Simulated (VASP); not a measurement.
# TiPt3 (Pm-3m) in VASP: single point with PBE

Aim: the single point of TiPt3 with PBE.

All numbers are computed with VASP 6.6.1; they aren't measurements. Logs are shortened: lines on timing, memory, paths and dates and some standing lists are left out, and cuts for length are marked.

## Step 1: The cell of the first run

The structure is cubic, space group Pm-3m (No. 221). Conventional cell: a = 3.910 Å, b = 3.910 Å, c = 3.910 Å, α = 90.00°, β = 90.00°, γ = 90.00°. Within 3.6 Å of Ti (site symmetry m-3m) lie 12 Pt at 2.76 Å. Pt (site symmetry 4/mmm) has 4 Ti at 2.76 Å and 8 Pt at 2.76 Å within 3.6 Å.

## Step 2: Single point, PBE

Contents of INCAR:

```
PREC     = Accurate       # precision mode
ENCUT    = 520            # plane-wave cutoff, eV
EDIFF    = 1E-6           # SCF threshold, eV
ISMEAR   = -1             # smearing method
SIGMA    = 0.1            # smearing width, eV
LREAL    = False          # projectors in reciprocal space
LASPH    = True           # aspherical terms in the spheres
NELM     = 60             # most SCF steps
ALGO     = Normal         # electronic algorithm
ISIF     = 2              # what is computed and relaxed
LWAVE    = False          # write WAVECAR
LCHARG   = True           # write CHGCAR
GGA      = PE             # functional
LELF     = True           # ELF
LVHAR    = True         
NBANDS   = 29             # bands
```

Contents of KPOINTS:

```
Automatic mesh
0
Gamma
  9 9 9
```

Contents of POSCAR:

```
TiPt3
1.0
    3.9097780000      0.0000000000      0.0000000000
    0.0000000000      3.9097780000      0.0000000000
    0.0000000000      0.0000000000      3.9097780000
Ti Pt
1 3
Direct
    0.0000000000      0.0000000000      0.0000000000
    0.0000000000      0.5000000000      0.5000000000
    0.5000000000      0.0000000000      0.5000000000
    0.5000000000      0.5000000000      0.0000000000
```

Potentials or basis: VASP PAW PBE potentials, release 64 (Ti_sv, Pt).

Run with:

```console
cat potpaw_PBE.64/Ti_sv/POTCAR potpaw_PBE.64/Pt/POTCAR > POTCAR
mpirun -np 1 vasp_std > vasp.out
```

OUTCAR:

```text
PREC = Accurate
   ENCUT = 520
   EDIFF = 1E-6
   ISMEAR = -1
   LREAL = False
   LASPH = True
   NELM = 60
   ISIF = 2
   GGA = PE

 ion  position               nearest neighbor table
   1  0.000  0.000  0.000-   2 2.76   3 2.76   4 2.76   2 2.76   3 2.76   2 2.76   4 2.76   2 2.76
                             3 2.76   4 2.76   3 2.76   4 2.76
   2  0.000  0.500  0.500-   1 2.76   3 2.76   4 2.76   1 2.76   4 2.76   1 2.76   3 2.76   1 2.76
                             3 2.76   4 2.76   4 2.76   3 2.76
   3  0.500  0.000  0.500-   1 2.76   2 2.76   4 2.76   1 2.76   4 2.76   2 2.76   4 2.76   4 2.76
                             1 2.76   2 2.76   1 2.76   2 2.76
   4  0.500  0.500  0.000-   1 2.76   2 2.76   3 2.76   2 2.76   3 2.76   1 2.76   3 2.76   3 2.76
                             1 2.76   2 2.76   2 2.76   1 2.76

  LATTYP: Found a simple cubic cell.
 ALAT       =     3.9097780000

  Lattice vectors:

 A1 = (   3.9097780000,   0.0000000000,   0.0000000000)
 A2 = (   0.0000000000,   3.9097780000,   0.0000000000)
 A3 = (   0.0000000000,   0.0000000000,   3.9097780000)

Analysis of symmetry for initial positions (statically):
=====================================================================
 Subroutine PRICEL returns:
 Original cell was already a primitive cell.

 Routine SETGRP: Setting up the symmetry group for a
 simple cubic supercell.

 Subroutine GETGRP returns: Found 48 space group operations
 (whereof 48 operations were pure point group operations)
 out of a pool of 48 trial point group operations.

The static configuration has the point symmetry O_h .

Analysis of symmetry for dynamics (positions and initial velocities):
=====================================================================
 Subroutine PRICEL returns:
 Original cell was already a primitive cell.

 Routine SETGRP: Setting up the symmetry group for a
 simple cubic supercell.

 Subroutine GETGRP returns: Found 48 space group operations
 (whereof 48 operations were pure point group operations)
 out of a pool of 48 trial point group operations.

The dynamic configuration has the point symmetry O_h .

 Subroutine INISYM returns: Found 48 space group operations
 (whereof 48 operations are pure point group operations),
 and found     1 'primitive' translations

----------------------------------------------------------------------------------------

                                     Primitive cell

  volume of cell :      59.7663

  direct lattice vectors                    reciprocal lattice vectors
     3.909778000  0.000000000  0.000000000     0.255768998  0.000000000  0.000000000
     0.000000000  3.909778000  0.000000000     0.000000000  0.255768998  0.000000000
     0.000000000  0.000000000  3.909778000     0.000000000  0.000000000  0.255768998

  length of vectors
     3.909778000  3.909778000  3.909778000     0.255768998  0.255768998  0.255768998

  position of ions in fractional coordinates (direct lattice)
     0.000000000  0.000000000  0.000000000
     0.000000000  0.500000000  0.500000000
     0.500000000  0.000000000  0.500000000
     0.500000000  0.500000000  0.000000000

  ion indices of the primitive-cell ions
   primitive index   ion index
                 1           1
                 2           2
                 3           3
                 4           4

----------------------------------------------------------------------------------------

 KPOINTS: Automatic mesh

Automatic generation of k-mesh.
 Grid dimensions read from file:
 generate k-points for:    9    9    9

 Generating k-lattice:

  Cartesian coordinates                     Fractional coordinates (reciprocal lattice)
     0.028418778  0.000000000  0.000000000     0.111111111  0.000000000  0.000000000
     0.000000000  0.028418778  0.000000000     0.000000000  0.111111111  0.000000000
     0.000000000  0.000000000  0.028418778     0.000000000  0.000000000  0.111111111

  Length of vectors
     0.028418778  0.028418778  0.028418778

  Shift w.r.t. Gamma in fractional coordinates (k-lattice)
     0.000000000  0.000000000  0.000000000

 Subroutine IBZKPT returns following result:
 ===========================================

 Found     35 irreducible k-points:

 Following reciprocal coordinates:
            Coordinates               Weight
  0.000000  0.000000  0.000000      1.000000
  0.111111  0.000000  0.000000      6.000000
  0.222222  0.000000  0.000000      6.000000
  0.333333  0.000000  0.000000      6.000000
  0.444444  0.000000  0.000000      6.000000
  0.111111  0.111111  0.000000     12.000000
[... 16 lines left out ...]
  0.333333  0.333333  0.111111     24.000000
  0.444444  0.333333  0.111111     48.000000
 [... further k-points ...]
   k-points           NKPTS =     35   k-points in BZ     NKDIM =     35   number of bands    NBANDS=     29
   number of dos      NEDOS =    301   number of ions     NIONS =      4
   total plane-waves  NPLWV =  27000
   dimension x,y,z NGX =    30 NGY =   30 NGZ =   30
   dimension x,y,z NGXF=    60 NGYF=   60 NGZF=   60
   ions per type =               1   3
   NGX,Y,Z   is equivalent  to a cutoff of  12.76, 12.76, 12.76 a.u.
   NGXF,Y,Z  is equivalent  to a cutoff of  25.51, 25.51, 25.51 a.u.
 SYSTEM =  unknown system
   PREC   = accura    normal or accurate (medium, high low for compatibility)
   ISTART =      0    job   : 0-new  1-cont  2-samecut
   ICHARG =      2    charge: 1-file 2-atom 10-const
   ISPIN  =      1    spin polarized calculation?
   LNONCOLLINEAR =      F non collinear calculations
   LSORBIT =      F    spin-orbit coupling
   LASPH  =      T    aspherical Exc in radial PAW
   ENCUT  =  520.0 eV  38.22 Ry    6.18 a.u.   7.27  7.27  7.27*2*pi/ulx,y,z
   NELM   =     60;   NELMIN=  2; NELMDL= -5     # of ELM steps
   EDIFF  = 0.1E-05   stopping-criterion for ELM
   LREAL  =      F    real-space projection
   EDIFFG = 0.1E-04   stopping-criterion for IOM
   NSW    =      0    number of steps for IOM
   IBRION =     -1    ionic relax: 0-MD 1-quasi-New 2-CG
   NFREE  =      0    steps in history (QN), initial steepest desc. (CG)
   ISIF   =      2    stress and relaxation
   ISYM   =      2    0-nonsym 1-usesym 2-fastsym
   POTIM  = 0.5000    time-step for ionic-motion
   TEBEG  =    0.0;   TEEND  =   0.0 temperature during run
   PSTRESS=    0.0 pullay stress
   NELECT =      42.0000    total number of electrons
   NUPDOWN=      -1.0000    fix difference up-down
   EMIN   =  10.00;   EMAX   =-10.00  energy-range for DOS
   EFERMI =   0.00;   METHOD = LEGACY
   ISMEAR =    -1;   SIGMA  =   0.10  broadening in eV -4-tet -1-fermi 0-gaus
   EFERMI_NEDOS =   21; number of points for ismear=-14 and -15
   IALGO  =     38    algorithm
   IMIX   =      4    mixing-type and parameters
     AMIX     =   0.40;   BMIX     =  1.00
     AMIX_MAG =   1.60;   BMIX_MAG =  1.00
  volume/ion in A,a.u.               =      14.94       100.83
  Fermi-wavevector in a.u.,A,eV,Ry     =   1.455479  2.750456 28.822827  2.118418
  Thomas-Fermi vector in A             =   2.572508
   LORBIT       =      0    0 simple, 1 ext, 2 COOP (PROOUT), +10 PAW based schemes
   GGA     = PE    functional components
[... 5 lines left out ...]
 non-spin polarized calculation
  energy-cutoff  :      520.00
  volume of cell :       59.77
 maximum number of plane-waves:      1629
 NGX is ok and might be reduce to    30
   NGX = 15   NGY = 15   NGZ = 15

 number of electron      42.0000000 magnetization

 Free energy of the ion-electron system (eV)
  ---------------------------------------------------
  ext. energy  EPLUGINS =         0.00000000
  ---------------------------------------------------
  free energy    TOTEN  =       -29.54398908 eV

  energy without entropy =      -29.48190509  energy(sigma->0) =      -29.51294709

 E-fermi :  11.6542     XC(G=0): -13.2259

 val. band max:       11.5600219978   @ k =   0.4444   0.0000   0.0000
 cond. band min:      11.6768059116   @ k =   0.1111   0.1111   0.1111
 fundamental gap:      0.1167839138
 Fermi energy:        11.6542423329

 k-point     1 :       0.0000    0.0000    0.0000
  band No.  band energies     occupation
      1     -46.4762      2.00000
      2     -22.6938      2.00000
      3     -22.6938      2.00000
      4     -22.6938      2.00000
      5       1.5615      2.00000
      6       4.3619      2.00000
[... 21 lines left out ...]
     28      13.7064      0.00000
     29      20.0050      0.00000

 k-point     2 :       0.1111    0.0000    0.0000
  band No.  band energies     occupation
      1     -46.4760      2.00000
      2     -22.6970      2.00000
      3     -22.6943      2.00000
      4     -22.6943      2.00000
      5       1.7241      2.00000
      6       4.4645      2.00000
[... 21 lines left out ...]
     28      14.6226      0.00000
     29      19.7271      0.00000

 k-point     3 :       0.2222    0.0000    0.0000
  band No.  band energies     occupation
      1     -46.4755      2.00000
      2     -22.7050      2.00000
      3     -22.6955      2.00000
      4     -22.6955      2.00000
      5       2.1947      2.00000
      6       4.7416      2.00000
[... 21 lines left out ...]
     28      16.0512      0.00000
     29      19.1637      0.00000

 k-point     4 :       0.3333    0.0000    0.0000
  band No.  band energies     occupation
      1     -46.4749      2.00000
      2     -22.7142      2.00000
      3     -22.6969      2.00000
      4     -22.6969      2.00000
      5       2.9045      2.00000
      6       4.9915      2.00000
[... 597 lines left out ...]
     28      17.0968      0.00000
     29      18.3816      0.00000

 k-point    23 :       0.3333    0.3333    0.1111
  band No.  band energies     occupation
      1     -46.4742      2.00000
      2     -22.7128      2.00000
      3     -22.7083      2.00000
      4     -22.7006      2.00000
      5       4.0045      2.00000
      6       5.5897      2.00000
[... 21 lines left out ...]
     28      16.5509      0.00000
     29      18.4514      0.00000

 k-point    24 :       0.4444    0.3333    0.1111
  band No.  band energies     occupation
      1     -46.4740      2.00000
      2     -22.7143      2.00000
      3     -22.7095      2.00000
      4     -22.7013      2.00000
      5       4.5575      2.00000
      6       5.3147      2.00000
[... 21 lines left out ...]
     28      15.7974      0.00000
     29      19.1848      0.00000

 [... further k-points ...]

------------------------ aborting loop because EDIFF is reached ----------------------------------------

  FORCE on cell =-STRESS in cart. coord.  units (eV):
  Direction    XX          YY          ZZ          XY          YZ          ZX
  --------------------------------------------------------------------------------------
  -------------------------------------------------------------------------------------
  Total        2.6393005      2.6393005      2.6393005      0.0000000      0.0000000     -0.0000000
  in kB       70.7527166     70.7527166     70.7527166      0.0000000      0.0000000     -0.0000000
  external PRESSURE =      70.7527166 kB  Pullay stress =       0.0000000 kB

 VOLUME and BASIS-vectors are now :
 -----------------------------------------------------------------------------
  energy-cutoff  :      520.00
  volume of cell :       59.77
      direct lattice vectors                 reciprocal lattice vectors
     3.909778000  0.000000000  0.000000000     0.255768998  0.000000000  0.000000000
     0.000000000  3.909778000  0.000000000     0.000000000  0.255768998  0.000000000
     0.000000000  0.000000000  3.909778000     0.000000000  0.000000000  0.255768998

 POSITION                                       TOTAL-FORCE (eV/Angst)
 -----------------------------------------------------------------------------------
      0.00000      0.00000      0.00000         0.000000      0.000000      0.000000
      0.00000      1.95489      1.95489         0.000000      0.000000      0.000000
      1.95489      0.00000      1.95489         0.000000      0.000000      0.000000
      1.95489      1.95489      0.00000         0.000000      0.000000      0.000000
 -----------------------------------------------------------------------------------
    total drift:                                0.000000      0.000000     -0.000000

  FREE ENERGIE OF THE ION-ELECTRON SYSTEM (eV)
  ---------------------------------------------------
  free  energy   TOTEN  =       -29.5439890835 eV

  energy  without entropy=      -29.4819050901  energy(sigma->0) =      -29.51294709
```

Run time: 94 s. Hardware: 1 thread of Intel Xeon 8259CL, shared host; peak memory 0.2 GiB.

What came out:

| Item | Value |
| --- | --- |
| Free energy | -29.5440 eV |
| Pressure | 7.1 GPa |
| Band gap on the k mesh | zero (bands 21 and 22 overlap by 1.52 eV) |

Levels at points of the mesh, in eV from the Fermi level:
```tsv
k point	band 17	band 18	band 19	band 20	band 21	band 22	band 23	band 24	band 25	band 26
(0.00, 0.00, 0.00)	-0.50	0.07	0.07	0.07	1.43	1.43	1.63	1.63	1.63	2.05
```

Caveat: the cell stands under pressure; spin-orbit coupling is left out, which moves the levels of the heavy elements.
